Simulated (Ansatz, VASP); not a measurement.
# LaHg in VASP and in Ansatz

The input INCAR:

```
SYSTEM = LaHg
PREC = Accurate
ENCUT = 520
EDIFF = 1E-7
ISMEAR = -1
SIGMA = 0.08
LREAL = .False.
LASPH = .True.
NELM = 80
ALGO = Normal
ISIF = 2
LWAVE = .False.
LCHARG = .False.
NBANDS = 18
```

KPOINTS

```
Automatic mesh
0
Gamma
  11 11 11
  0 0 0
```

POSCAR

```
LaHg
1.0
    3.8370000000      0.0000000000      0.0000000000
    0.0000000000      3.8370000000      0.0000000000
    0.0000000000      0.0000000000      3.7602600000
La Hg
1 1
Direct
    0.5000000000      0.5000000000      0.5000000000
    0.0000000000      0.0000000000      0.0000000000
```

Input for Ansatz:

```yaml
crystal:
  lattice:
    - [3.837, 0.0, 0.0]
    - [0.0, 3.837, 0.0]
    - [0.0, 0.0, 3.76026]
  atoms:
    - { symbol: La, position: [0.5, 0.5, 0.5] }
    - { symbol: Hg, position: [0.0, 0.0, 0.0] }
kpoints:
  mp_grid: { grid: [11, 11, 11] }
  band_path:
    path:
      - [0.0, 0.0, 0.0]
      - [0.0, 0.5, 0.0]
      - [0.5, 0.5, 0.0]
      - [0.0, 0.0, 0.0]
      - [0.0, 0.0, 0.5]
      - [0.0, 0.5, 0.5]
      - [0.5, 0.5, 0.5]
      - [0.0, 0.0, 0.5]
      - [0.0, 0.5, 0.0]
    npoints: 5
scf:
  occupations: { method: fermi_dirac, width: 0.08 }
hamiltonian:
  xc: lda
  pseudopotentials: { kind: all_electron, lapw: { basis_error: 0.001 } }
output:
  forces: true
  stress: true
  eigenvalues: true
```

Change from the starting cell: zz strain of -2 %.

Alike in both runs: task single point; functional LDA; k mesh 11 × 11 × 11; occupations fermi-dirac, width 0.08 eV; no spin polarisation.

|  | VASP | Ansatz |
| --- | --- | --- |
| version | VASP 6.6.1 | Ansatz 0.2.0 |
| potentials or method | VASP PAW LDA potentials, release 64 (La, Hg), cutoff 520 eV | all-electron LAPW, scalar-relativistic |

|  | VASP | Ansatz | Ansatz less VASP |
| --- | --- | --- | --- |
| pressure (GPa) | -0.6 | -0.7 | -0.16 |
| traceless stress, the component that is largest in VASP (GPa) | 0.22 | 0.22 | +0.004 |

LDA's correlation is that of Perdew and Zunger in VASP and of Perdew and Wang (1992) in Ansatz. Ansatz ran all-electron here, and VASP with PAW potentials.

Spin-orbit coupling is off throughout.
